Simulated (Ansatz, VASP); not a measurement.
Two plane-wave programs on HfO2

```
Hf O
1.0
     4.98335    0.00000    0.00000
     0.00000    4.98335    0.00000
     0.00000    0.00000    3.31696
Hf O
2 4
Direct
  0.00000 0.00000 0.00000
  0.50000 0.50000 0.50000
  0.19492 0.80508 0.50000
  0.30508 0.30508 0.00000
  0.69492 0.69492 0.00000
  0.80508 0.19492 0.50000
```

Change from the starting cell: strain +0.030 along x and y, +0.030 along z, atoms carried along.

Alike in both runs: task single point; functional r2SCAN; k mesh 6 × 6 × 8; occupations gaussian, width 0.05 eV; no spin polarisation.

|  | VASP | Ansatz |
| --- | --- | --- |
| version | VASP 6.6.1 | Ansatz 0.2.0 |
| potentials or method | VASP PAW PBE potentials, release 64 (Hf_pv, O), cutoff 520 eV | scalar-relativistic, plane waves, PAW |
| valence electrons in the cell | 44 | 76 |

Ansatz gave:

* gap on the k mesh at the Fermi level (eV): 4.17
* least direct gap on the mesh (eV): 4.17
* pressure (GPa): -17.3
* traceless stress, the component that is largest in VASP (GPa): -3.09
* rms of the force components (eV/Å): 0.125

Which values does VASP return?

gap on the k mesh at the Fermi level (eV): 4.11; least direct gap on the mesh (eV): 4.11; pressure (GPa): -19.9; traceless stress, the component that is largest in VASP (GPa): -3.60; rms of the force components (eV/Å): 0.147.

VASP's potentials were made for PBE, not for r2SCAN. Atom by atom the forces differ by 0.022 eV/Å (rms over components). VASP's potentials hold 44 valence electrons a cell and Ansatz's 76, so a difference there can come from the potentials and not from the codes.

Spin-orbit coupling is off throughout.
